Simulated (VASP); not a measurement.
Write the native input for VASP 6.6.1 that does the following.

```
Task                   : single point
Functional             : PBE
Potentials or basis    : VASP PAW PBE potentials, release 64 (Al, Cu)
Cutoff                 : 520 eV
k mesh                 : 6 × 6 × 2
Occupations            : gaussian, width 0.1 eV
Spin                   : no spin polarisation
Dipole correction      : no
Further INCAR settings : ALGO = Normal; EDIFF = 1e-06; NBANDS = 22
```

The structure of Al5Cu lies in POSCAR:

```
Al5Cu
1.0
    2.8352738000      0.0000000000      0.0000000000
   -1.4176369000      2.4554192000      0.0000000000
    0.0000000000      0.0000000000     13.5161159000
Al Cu
5 1
Direct
    0.3333333000      0.6666667000      0.6503960000
    0.3333333000      0.6666667000      0.0000000000
    0.3333333000      0.6666667000      0.3496040000
    0.6666667000      0.3333333000      0.8245320000
    0.6666667000      0.3333333000      0.1754680000
    0.6666667000      0.3333333000      0.5000000000
```

One way to write it, as run:

INCAR

```
  ALGO = Normal
  EDIFF = 1E-6
  ENCUT = 520
  GGA = PE
  ISIF = 2
  ISMEAR = 0
  LASPH = T
  LCHARG = F
  LREAL = F
  LWAVE = F
  NBANDS = 22
  NELM = 60
  PREC = Accurate
  SIGMA = 0.1
```

KPOINTS

```
k-points
0
Gamma
  6 6 2
```

Potentials or basis: VASP PAW PBE potentials, release 64 (Al, Cu).

Command:

```sh
$ cat potpaw_PBE.64/Al/POTCAR potpaw_PBE.64/Cu/POTCAR > POTCAR
$ mpirun -np 1 vasp_std > vasp.out
```

It gave:

```yaml
Pressure: 0.8 GPa
Largest_force: 0.129 eV/Å
Band_gap_on_the_k_mesh: zero (band 13 reaches 10.78 eV, above the bottom of band 14 at 6.92 eV)
```

Caveat: the k points lie up to 0.43 Å⁻¹ apart.

Wall time 35 s on 1 thread of Intel(R) Xeon(R) Platinum 8488C (Sapphire Rapids), with other jobs on the host, peak memory 0.23 GiB.
